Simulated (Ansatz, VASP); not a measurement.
**CoO: VASP beside Ansatz**

File INCAR:

```
SYSTEM = CoO
PREC = Accurate
ENCUT = 520
EDIFF = 1E-6
ISMEAR = 0
SIGMA = 0.05
LREAL = .FALSE.
LASPH = .TRUE.
NELM = 150
ALGO = Normal
ISIF = 2
LWAVE = .FALSE.
LCHARG = .TRUE.
ISPIN = 2
MAGMOM = 2.24 -2.24 0 0
LORBIT = 11
LMAXMIX = 4
GGA = PE
LELF = .TRUE.
LVHAR = .TRUE.
NBANDS = 27
```

KPOINTS

```
regular mesh
0
G
  12 12 6
  0 0 0
```

POSCAR

```
CoO
1.0
    0.0000000000      2.2656800383      2.2656800383
    4.4604391076      2.2656800383      2.2656800383
    4.4604391076      4.5313600767     -0.0000000001
Co O
2 2
Direct
    0.0000000000      0.0000000000      0.0000000000
    0.0000000000      0.0000000000      0.5000000000
    0.2500006561      0.2499993439      0.0000000000
    0.2499993439      0.2500006561      0.5000000000
```

Input for Ansatz:

```yaml
crystal:
  lattice:
    - [0.0, 2.2656800383, 2.2656800383]
    - [4.4604391076, 2.2656800383, 2.2656800383]
    - [4.4604391076, 4.5313600767, -1.0e-10]
  atoms:
    - { symbol: Co, position: [0.0, 0.0, 0.0], spin: 2.24 }
    - { symbol: O, position: [0.2500006561, 0.2499993439, 0.0] }
    - { symbol: Co, position: [0.0, 0.0, 0.5], spin: -2.24 }
    - { symbol: O, position: [0.2499993439, 0.2500006561, 0.5] }
basis:
  ecutwfc: 420
  ecutrho_ratio: 4
kpoints:
  mp_grid: { grid: [12, 12, 6] }
hamiltonian:
  xc: pbe
scf:
  occupations: { method: gaussian, width: 0.05 }
output:
  forces: true
  stress: true
  eigenvalues: true
  populations: true
magnetization:
  spin_polarized: true
```

Change from the starting cell: strain e1 = +0.01, atoms carried along.

Alike in both runs: task single point; functional PBE; k mesh 12 × 12 × 6; occupations gaussian, width 0.05 eV; collinear spin.

|  | VASP | Ansatz |
| --- | --- | --- |
| version | VASP 6.6.1 | Ansatz 0.2.0 |
| potentials or method | VASP PAW PBE potentials, release 64 (Co, O), cutoff 520 eV | scalar-relativistic, plane waves, PAW |
| valence electrons in the cell | 30 | 46 |

```tsv
	VASP	Ansatz	Ansatz less VASP
gap on the k mesh at the Fermi level (eV)	none	none	-
pressure (GPa)	-1.4	-1.3	+0.05
net moment per atom (μB)	0.00	0.00	0.000
size of the moment on the site where the two differ most (μB)	2.20	2.05	-0.149
```

Site moments also hang on the region over which each program counts them. A gap of «none» marks a metal or a gap that the smearing closes. VASP's potentials hold 30 valence electrons a cell and Ansatz's 46, so a difference there can come from the potentials and not from the codes. Ansatz's warnings: anti translation declined.
